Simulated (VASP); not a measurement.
The system is AlCu3.

```
Al Cu
1.0
     2.58495   -3.66825    0.00000
     2.58495    3.66825    0.00000
     0.00000    0.00000    2.66282
Al Cu
1 3
Direct
  0.00000 0.00000 0.00000
  0.00000 0.50000 0.50000
  0.50000 0.50000 0.00000
  0.50000 0.00000 0.50000
```

- Program: VASP 6.6.1
- Task: relaxation of cell and atoms
- Functional: PBE
- Potentials or basis: VASP PAW PBE potentials, release 64 (Al, Cu)
- Cutoff: 600 eV
- k mesh: 12 × 12 × 18
- Occupations: gaussian, width 0.1 eV
- Spin: no spin polarisation

At the start: pressure 0.8 GPa; volume 12.62 Å³/atom.

**Question.** How do energy, volume and symmetry change on relaxing?

**Answer.** Over 8 steps the energy falls by 5.7 meV/atom and the volume is 12.67 Å³/atom (+0.4 %); space group Cmmm (No. 65, to 0.1 Å) before and after.

Step by step:
| step | energy change (eV) | largest force (eV/Å) | pressure (GPa) | volume (Å³) |
| --- | --- | --- | --- | --- |
| 1 | 0.0000 | 0.0000 | 0.82 | 50.50 |
| 2 | -0.0050 | 0.0000 | -0.39 | 50.97 |
| 3 | -0.0058 | 0.0000 | -1.50 | 51.32 |
| 4 | -0.0090 | 0.0000 | -1.37 | 51.25 |
| 5 | -0.0156 | 0.0000 | -2.50 | 51.03 |
| 6 | -0.0224 | 0.0000 | 0.31 | 50.53 |
| 7 | -0.0224 | 0.0000 | 0.40 | 50.51 |
| 8 | -0.0227 | 0.0000 | -0.06 | 50.70 |

Final structure:
```cif
data_structure
_symmetry_space_group_name_H-M 'P 1'
_symmetry_Int_Tables_number 1
_cell_length_a 4.3463
_cell_length_b 4.3463
_cell_length_c 2.7683
_cell_angle_alpha 90.000
_cell_angle_beta 90.000
_cell_angle_gamma 104.192
_cell_volume 50.70
loop_
_atom_site_label
_atom_site_type_symbol
_atom_site_fract_x
_atom_site_fract_y
_atom_site_fract_z
_atom_site_occupancy
Al1 Al 0.00000 0.00000 0.00000 1
Cu1 Cu 0.00000 0.50000 0.50000 1
Cu2 Cu 0.50000 0.50000 0.00000 1
Cu3 Cu 0.50000 0.00000 0.50000 1
```
